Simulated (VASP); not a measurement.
Write the native input for VASP 6.6.1 that does the following.

```yaml
Task: density of states
Functional: PBE
Potentials_or_basis: VASP PAW PBE potentials, release 64 (Pb_d, S)
Cutoff: 520 eV
k_mesh: 12 × 12 × 6
Occupations: gaussian, width 0.01 eV
Spin: no spin polarisation
Dipole_correction: no
k_mesh_for_the_DOS: 18 × 18 × 9
Occupations_for_the_DOS: tetrahedron
Further_INCAR_settings: ALGO = Normal; EDIFF = 1e-06
```

Crystal: PbS.

```
CELL_PARAMETERS angstrom
4.12857 0.00000 0.00000
-2.06428 3.57545 0.00000
0.00000 0.00000 7.35627
ATOMIC_POSITIONS crystal
Pb 0.66667 0.33333 0.75000
Pb 0.33333 0.66667 0.25000
S 0.00000 0.00000 0.00000
S 0.00000 0.00000 0.50000
```

These files were run (other wordings do the same):

POSCAR

```
PbS
1.0
    4.1285687142      0.0000000289      0.0000000000
   -2.0642843821      3.5754453733      0.0000000000
    0.0000000000      0.0000000000      7.3562732000
Pb S
2 2
Direct
    0.6666666667      0.3333333333      0.7500000000
    0.3333333333      0.6666666667      0.2500000000
    0.0000000000      0.0000000000      0.0000000000
    0.0000000000      0.0000000000      0.5000000000
```

INCAR.step1

```
SYSTEM = PbS
PREC = Accurate
ENCUT = 520
EDIFF = 1E-6
ISMEAR = 0
SIGMA = 0.01
LREAL = .False.
LASPH = .True.
NELM = 100
ALGO = Normal
ISIF = 2
LWAVE = .False.
LCHARG = .True.
GGA = PE
NBANDS = 28
```

KPOINTS.step1

```
regular mesh
0
Gamma
  12 12 6
  0 0 0
```

INCAR.step2

```
SYSTEM = PbS
PREC = Accurate
ENCUT = 520
EDIFF = 1E-6
ISMEAR = -5
SIGMA = 0.01
LREAL = .False.
LASPH = .True.
NELM = 100
ALGO = Normal
ISIF = 2
LWAVE = .False.
LCHARG = .False.
GGA = PE
LORBIT = 11
NEDOS = 2001
ICHARG = 11
```

KPOINTS.step2

```
regular mesh
0
Gamma
  18 18 9
  0 0 0
```

Potentials or basis: VASP PAW PBE potentials, release 64 (Pb_d, S).

The run is started by

```console
$ cat potpaw_PBE.64/Pb_d/POTCAR potpaw_PBE.64/S/POTCAR > POTCAR
$ cp INCAR.step1 INCAR
$ cp KPOINTS.step1 KPOINTS
$ mpirun -np 1 vasp_std > vasp.out
$ cp INCAR.step2 INCAR
$ cp KPOINTS.step2 KPOINTS
$ mpirun -np 1 vasp_std > vasp.out
```

Results of the run:

```json
{"Valence electrons inside the program's atomic spheres": "Pb 11.81; S 3.68"}
```

Caveat: spin-orbit coupling is left out, which moves the levels of the heavy elements.

It took 11 min on 1 thread of Oxide Virtual Turin-like Processor (shared host), peak memory 0.48 GiB.
